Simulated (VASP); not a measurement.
# MnO (Fm-3m) in VASP: single point with PBE+U

Aim: the single point of MnO with PBE+U.

Program: VASP 6.6.1. These are calculated values, not measurements. Logs are shortened: lines on timing, memory, paths and dates and some standing lists are left out, and cuts for length are marked.

## 1. The cell of the first run

The structure is cubic, space group Fm-3m (No. 225). The conventional cell has a = 4.446 Å, b = 4.446 Å, c = 4.446 Å, α = 90.00°, β = 90.00°, γ = 90.00°. Within 2.9 Å of Mn (site symmetry m-3m) lie 6 O at 2.22 Å. Within 2.9 Å of O (site symmetry m-3m) lie 6 Mn at 2.22 Å.

## 2. Single point, PBE+U, collinear spin, ferromagnetic start

INCAR

```
  ALGO = Normal
  EDIFF = 1E-6
  ENCUT = 520
  GGA = PE
  ISIF = 2
  ISMEAR = -1
  ISPIN = 2
  ISYM = 0
  LASPH = T
  LCHARG = F
  LDAU = T
  LDAUJ = 0 0
  LDAUL = 2 -1
  LDAUPRINT = 1
  LDAUTYPE = 2
  LDAUU = 6.8 0
  LMAXMIX = 4
  LORBIT = 11
  LREAL = F
  LWAVE = F
  MAGMOM = 4.5 4.5 0 0
  NBANDS = 31
  NELM = 150
  PREC = Accurate
  SIGMA = 0.05
```

KPOINTS

```
k-points
0
Gamma
  4 6 7
```

POSCAR

```
MnO
1.0
   -2.2232000000     -2.2232000000     -4.4464000000
    2.2232000000     -2.2232000000      0.0000000000
   -2.2232000000     -2.2232000000      0.0000000000
Mn O
2 2
Direct
    0.0000000000      0.0000000000      0.0000000000
    0.5000000000      0.5000000000      0.0000000000
    0.0000000000      0.5000000000      0.5000000000
    0.5000000000      0.0000000000      0.5000000000
```

Potentials or basis: VASP PAW PBE potentials, release 64 (Mn_pv, O).

Run with:

```bash
$ cat potpaw_PBE.64/Mn_pv/POTCAR potpaw_PBE.64/O/POTCAR > POTCAR
$ mpirun -np 1 vasp_std > vasp.out
```

OUTCAR:

```text
EDIFF = 1E-6
   ENCUT = 520
   GGA = PE
   ISIF = 2
   ISMEAR = -1
   ISPIN = 2
   ISYM = 0
   LASPH = T
   LORBIT = 11
   LREAL = F
   NELM = 150
   PREC = Accurate

 ion  position               nearest neighbor table
   1  0.000  0.000  0.000-   3 2.22   3 2.22   4 2.22   3 2.22   3 2.22   4 2.22   2 3.14   2 3.14
                             2 3.14   2 3.14   2 3.14   2 3.14   2 3.14   2 3.14
   2  0.500  0.500  0.000-   4 2.22   3 2.22   4 2.22   4 2.22   4 2.22   3 2.22   1 3.14   1 3.14
                             1 3.14   1 3.14   1 3.14   1 3.14   1 3.14   1 3.14
   3  0.000  0.500  0.500-   1 2.22   1 2.22   2 2.22   1 2.22   1 2.22   2 2.22
   4  0.500  0.000  0.500-   2 2.22   1 2.22   2 2.22   2 2.22   2 2.22   1 2.22

IMPORTANT INFORMATION: All symmetrisations will be switched off!
NOSYMM: (Re-)initialisation of all symmetry stuff for point group C_1.

----------------------------------------------------------------------------------------

                                     Primitive cell

  volume of cell :      43.9537

  direct lattice vectors                    reciprocal lattice vectors
    -2.223200000 -2.223200000 -4.446400000     0.000000000  0.000000000 -0.224901044
     2.223200000 -2.223200000  0.000000000     0.224901044 -0.224901044  0.000000000
    -2.223200000 -2.223200000  0.000000000    -0.224901044 -0.224901044  0.224901044

  length of vectors
     5.445705596  3.144079592  3.144079592     0.224901044  0.318058106  0.389540034

  position of ions in fractional coordinates (direct lattice)
     0.000000000  0.000000000  0.000000000
     0.500000000  0.500000000  0.000000000
     0.000000000  0.500000000  0.500000000
     0.500000000  0.000000000  0.500000000

  ion indices of the primitive-cell ions
   primitive index   ion index
                 1           1
                 2           2
                 3           3
                 4           4

----------------------------------------------------------------------------------------

 KPOINTS: k-points

Automatic generation of k-mesh.
 Grid dimensions read from file:
 generate k-points for:    4    6    7

 Generating k-lattice:

  Cartesian coordinates                     Fractional coordinates (reciprocal lattice)
     0.000000000  0.000000000 -0.056225261     0.250000000  0.000000000  0.000000000
     0.037483507 -0.037483507  0.000000000     0.000000000  0.166666667  0.000000000
    -0.032128721 -0.032128721  0.032128721     0.000000000  0.000000000  0.142857143

  Length of vectors
     0.056225261  0.053009684  0.055648576

  Shift w.r.t. Gamma in fractional coordinates (k-lattice)
     0.000000000  0.000000000  0.000000000

 -----------------------------------------------------------------------------
|                                                                             |
|           W    W    AA    RRRRR   N    N  II  N    N   GGGG   !!!           |
|           W    W   A  A   R    R  NN   N  II  NN   N  G    G  !!!           |
|           W    W  A    A  R    R  N N  N  II  N N  N  G       !!!           |
|           W WW W  AAAAAA  RRRRR   N  N N  II  N  N N  G  GGG   !            |
|           WW  WW  A    A  R   R   N   NN  II  N   NN  G    G                |
|           W    W  A    A  R    R  N    N  II  N    N   GGGG   !!!           |
[... 118 lines left out ...]
  0.0000  0.0000 -0.0000 -0.0000  0.9848

spin component  2

  0.0150 -0.0000  0.0000 -0.0000 -0.0000
 -0.0000  0.0150 -0.0000 -0.0000  0.0000
  0.0000 -0.0000  0.0596 -0.0000  0.0000
 -0.0000 -0.0000 -0.0000  0.0150 -0.0000
 -0.0000  0.0000  0.0000 -0.0000  0.0596

 occupancies and eigenvectors

  o =  0.0150  v =  0.0000  0.0000  0.0000  0.0000  0.0000  1.0000  0.0019 -0.0001  0.0016  0.0000      0.0000  0.0000  0.0000  0.0000  0.0000  0.0000  0.0000  0.0000  0.0000  0.0000
  o =  0.0150  v =  0.0000  0.0000  0.0000  0.0000  0.0000 -0.0025  0.7043  0.0000  0.7099  0.0000      0.0000  0.0000  0.0000  0.0000  0.0000  0.0000  0.0000  0.0000  0.0000  0.0000
  o =  0.0150  v =  0.0000  0.0000  0.0000  0.0000  0.0000 -0.0002  0.7099  0.0000 -0.7043 -0.0000      0.0000  0.0000  0.0000  0.0000  0.0000  0.0000  0.0000  0.0000  0.0000  0.0000
  o =  0.0596  v =  0.0000  0.0000  0.0000  0.0000  0.0000  0.0001 -0.0000  1.0000 -0.0000 -0.0005      0.0000  0.0000  0.0000  0.0000  0.0000  0.0000  0.0000  0.0000  0.0000  0.0000
  o =  0.0596  v =  0.0000  0.0000  0.0000  0.0000  0.0000 -0.0000  0.0000  0.0005 -0.0000  1.0000      0.0000  0.0000  0.0000  0.0000  0.0000  0.0000  0.0000  0.0000  0.0000  0.0000
  o =  0.9488  v =  1.0000 -0.0062 -0.0000 -0.0069 -0.0000  0.0000  0.0000  0.0000  0.0000  0.0000      0.0000  0.0000  0.0000  0.0000  0.0000  0.0000  0.0000  0.0000  0.0000  0.0000
  o =  0.9488  v =  0.0093  0.7062  0.0000  0.7080  0.0000  0.0000  0.0000  0.0000  0.0000  0.0000      0.0000  0.0000  0.0000  0.0000  0.0000  0.0000  0.0000  0.0000  0.0000  0.0000
  o =  0.9488  v =  0.0005 -0.7080 -0.0000  0.7062  0.0000  0.0000  0.0000  0.0000  0.0000  0.0000      0.0000  0.0000  0.0000  0.0000  0.0000  0.0000  0.0000  0.0000  0.0000  0.0000
  o =  0.9848  v = -0.0000  0.0000 -1.0000  0.0000 -0.0003  0.0000  0.0000  0.0000  0.0000  0.0000      0.0000  0.0000  0.0000  0.0000  0.0000  0.0000  0.0000  0.0000  0.0000  0.0000
  o =  0.9848  v =  0.0000  0.0000 -0.0003 -0.0000  1.0000  0.0000  0.0000  0.0000  0.0000  0.0000      0.0000  0.0000  0.0000  0.0000  0.0000  0.0000  0.0000  0.0000  0.0000  0.0000

atom =   2  type =  1  l = 2

 onsite density matrix

spin component  1

  0.9488  0.0000  0.0000  0.0000  0.0000
  0.0000  0.9488 -0.0000 -0.0000  0.0000
  0.0000 -0.0000  0.9848 -0.0000  0.0000
  0.0000 -0.0000 -0.0000  0.9488 -0.0000
  0.0000  0.0000  0.0000 -0.0000  0.9848

spin component  2

  0.0150 -0.0000  0.0000 -0.0000  0.0000
 -0.0000  0.0150 -0.0000 -0.0000  0.0000
  0.0000 -0.0000  0.0596 -0.0000  0.0000
 -0.0000 -0.0000 -0.0000  0.0150 -0.0000
  0.0000  0.0000  0.0000 -0.0000  0.0596

 occupancies and eigenvectors

  o =  0.0150  v =  0.0000  0.0000  0.0000  0.0000  0.0000  1.0000  0.0015 -0.0001  0.0012 -0.0000      0.0000  0.0000  0.0000  0.0000  0.0000  0.0000  0.0000  0.0000  0.0000  0.0000
  o =  0.0150  v =  0.0000  0.0000  0.0000  0.0000  0.0000 -0.0019  0.7065  0.0000  0.7077  0.0000      0.0000  0.0000  0.0000  0.0000  0.0000  0.0000  0.0000  0.0000  0.0000  0.0000
  o =  0.0150  v =  0.0000  0.0000  0.0000  0.0000  0.0000  0.0002 -0.7077 -0.0000  0.7065  0.0000      0.0000  0.0000  0.0000  0.0000  0.0000  0.0000  0.0000  0.0000  0.0000  0.0000
  o =  0.0596  v =  0.0000  0.0000  0.0000  0.0000  0.0000 -0.0001  0.0000 -1.0000  0.0000  0.0013      0.0000  0.0000  0.0000  0.0000  0.0000  0.0000  0.0000  0.0000  0.0000  0.0000
  o =  0.0596  v =  0.0000  0.0000  0.0000  0.0000  0.0000  0.0000  0.0000  0.0013 -0.0000  1.0000      0.0000  0.0000  0.0000  0.0000  0.0000  0.0000  0.0000  0.0000  0.0000  0.0000
  o =  0.9488  v =  1.0000 -0.0053 -0.0000 -0.0049 -0.0000  0.0000  0.0000  0.0000  0.0000  0.0000      0.0000  0.0000  0.0000  0.0000  0.0000  0.0000  0.0000  0.0000  0.0000  0.0000
  o =  0.9488  v = -0.0072 -0.7094 -0.0000 -0.7048  0.0000  0.0000  0.0000  0.0000  0.0000  0.0000      0.0000  0.0000  0.0000  0.0000  0.0000  0.0000  0.0000  0.0000  0.0000  0.0000
  o =  0.9488  v =  0.0003  0.7048  0.0000 -0.7094 -0.0000  0.0000  0.0000  0.0000  0.0000  0.0000      0.0000  0.0000  0.0000  0.0000  0.0000  0.0000  0.0000  0.0000  0.0000  0.0000
  o =  0.9848  v = -0.0000  0.0000 -1.0000  0.0000  0.0001  0.0000  0.0000  0.0000  0.0000  0.0000      0.0000  0.0000  0.0000  0.0000  0.0000  0.0000  0.0000  0.0000  0.0000  0.0000
  o =  0.9848  v =  0.0000  0.0000  0.0001 -0.0000  1.0000  0.0000  0.0000  0.0000  0.0000  0.0000      0.0000  0.0000  0.0000  0.0000  0.0000  0.0000  0.0000  0.0000  0.0000  0.0000

 number of electron      37.9999995 magnetization      10.0000112

 Free energy of the ion-electron system (eV)
  ---------------------------------------------------
  ext. energy  EPLUGINS =         0.00000000
  ---------------------------------------------------
  free energy    TOTEN  =       -29.85338447 eV

  energy without entropy =      -29.85337728  energy(sigma->0) =      -29.85338087

 E-fermi :   6.8354     XC(G=0): -11.7788

 val. band max:        6.3991331047   @ k =   0.5000   0.5000   0.0000
 cond. band min:       7.1669727576   @ k =   0.0000   0.0000   0.0000
 fundamental gap:      0.7678396529
 Fermi energy:         6.8353748485

 spin component 1

 k-point     1 :       0.0000    0.0000    0.0000
  band No.  band energies     occupation
      1     -42.9020      1.00000
      2     -42.8681      1.00000
      3     -42.8681      1.00000
      4     -42.8448      1.00000
      5     -42.8448      1.00000
      6     -42.8447      1.00000
[... 1625 lines left out ...]
     30      21.3014      0.00000
     31      21.3250      0.00000

 [... further k-points ...]
[... 5 lines left out ...]
  --------------------------------------------------------------------------------------
  -------------------------------------------------------------------------------------
  Total        2.5063135      2.5063119      2.5027147     -0.0009430      0.0007226      0.0007221
  in kB       91.3588009     91.3587394     91.2276183     -0.0343750      0.0263405      0.0263219
  external PRESSURE =      91.3150529 kB  Pullay stress =       0.0000000 kB

 VOLUME and BASIS-vectors are now :
 -----------------------------------------------------------------------------
  energy-cutoff  :      520.00
  volume of cell :       43.95
      direct lattice vectors                 reciprocal lattice vectors
    -2.223200000 -2.223200000 -4.446400000     0.000000000  0.000000000 -0.224901044
     2.223200000 -2.223200000  0.000000000     0.224901044 -0.224901044  0.000000000
    -2.223200000 -2.223200000  0.000000000    -0.224901044 -0.224901044  0.224901044

 POSITION                                       TOTAL-FORCE (eV/Angst)
 -----------------------------------------------------------------------------------
      0.00000      0.00000      0.00000         0.000000      0.000000     -0.000000
      0.00000     -2.22320     -2.22320        -0.000000     -0.000000      0.000000
      0.00000     -2.22320      0.00000        -0.000000     -0.000000      0.000001
     -2.22320     -2.22320     -2.22320         0.000000     -0.000000     -0.000001
 -----------------------------------------------------------------------------------
    total drift:                               -0.000000      0.000000      0.000000

  FREE ENERGIE OF THE ION-ELECTRON SYSTEM (eV)
  ---------------------------------------------------
  free  energy   TOTEN  =       -29.8533844696 eV

  energy  without entropy=      -29.8533772776  energy(sigma->0) =      -29.85338087

 total charge

# of ion       s       p       d       tot
------------------------------------------
    1        0.209   6.186   4.960  11.356
    2        0.209   6.186   4.960  11.356
    3        1.553   3.469   0.000   5.022
    4        1.553   3.469   0.000   5.022
--------------------------------------------------
tot          3.525  19.311   9.921  32.756

 magnetization (x)

# of ion       s       p       d       tot
------------------------------------------
    1        0.032   0.027   4.641   4.700
    2        0.032   0.027   4.641   4.700
    3        0.019   0.087   0.000   0.106
    4        0.019   0.087   0.000   0.106
--------------------------------------------------
tot          0.102   0.227   9.281   9.611
```

It took 1.8 min on 1 thread of Intel Xeon Platinum 8488C (Sapphire Rapids), shared host; peak memory 0.29 GiB.

What came out:

| Quantity | Value |
| --- | --- |
| Free energy | -29.8534 eV |
| Pressure | 9.1 GPa |
| Band gap on the k mesh | 0.77 eV |
| Net moment | 10.00 μB per cell |
| Site moments | Mn +4.70; O +0.11 μB |
| Valence electrons inside the program's atomic spheres | Mn 11.36; O 5.02 |

Eigenvalues of the final occupation matrices:
```
    site  spin  trace               eigenvalues
site 1 d     1   4.82  0.95 0.95 0.95 0.98 0.98
site 1 d     2   0.16  0.01 0.01 0.01 0.06 0.06
site 2 d     1   4.82  0.95 0.95 0.95 0.98 0.98
site 2 d     2   0.16  0.01 0.01 0.01 0.06 0.06
```

Caveat: only a ferromagnetic start was run, and an antiferromagnetic order may lie lower in energy. The state reached can hang on the start; a lower one may exist.
